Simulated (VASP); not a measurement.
Set up this calculation in VASP 6.6.1, as the native input.

```yaml
Task: single point
Functional: LDA
Potentials_or_basis: VASP PAW LDA potentials, release 64 (Na_pv, Cl)
Cutoff: 520 eV
k_mesh: 6 × 6 × 6
Occupations: fermi-dirac, width 0.02 eV
Spin: no spin polarisation
Dipole_correction: no
Further_INCAR_settings: ALGO = Normal; EDIFF = 1e-07; NBANDS = 14
```

The structure of NaCl lies in POSCAR:

```
NaCl
1.0
    0.0000000000      3.0135207274      3.0135207274
    3.0135207274      0.0000000000      3.0135207274
    3.0135207274      3.0135207274      0.0000000000
Na Cl
1 1
Direct
    0.0000000000      0.0000000000      0.0000000000
    0.2500000000      0.2500000000      0.2500000000
```

One way to write it, as run:

INCAR

```
PREC = Accurate
ENCUT = 520
EDIFF = 1E-7
ISMEAR = -1
SIGMA = 0.02
LREAL = False
LASPH = True
NELM = 60
ALGO = Normal
ISIF = 2
LWAVE = False
LCHARG = False
GGA = CA
NBANDS = 14
```

KPOINTS

```
regular mesh
0
Gamma
  6 6 6
```

Potentials or basis: VASP PAW LDA potentials, release 64 (Na_pv, Cl).

Command:

```bash
$ cat potpaw_LDA.64/Na_pv/POTCAR potpaw_LDA.64/Cl/POTCAR > POTCAR
$ mpirun -np 1 vasp_std > vasp.out
```

Results of the run:

| Property | Result |
| --- | --- |
| Pressure | 0.0 GPa |
| Band gap on the k mesh | 4.71 eV |

Caveat: the structure was generated, so it needn't be the stable form of NaCl.

It took 18 s on 1 thread of AMD EPYC 7R13 (shared host), peak memory 0.12 GiB.
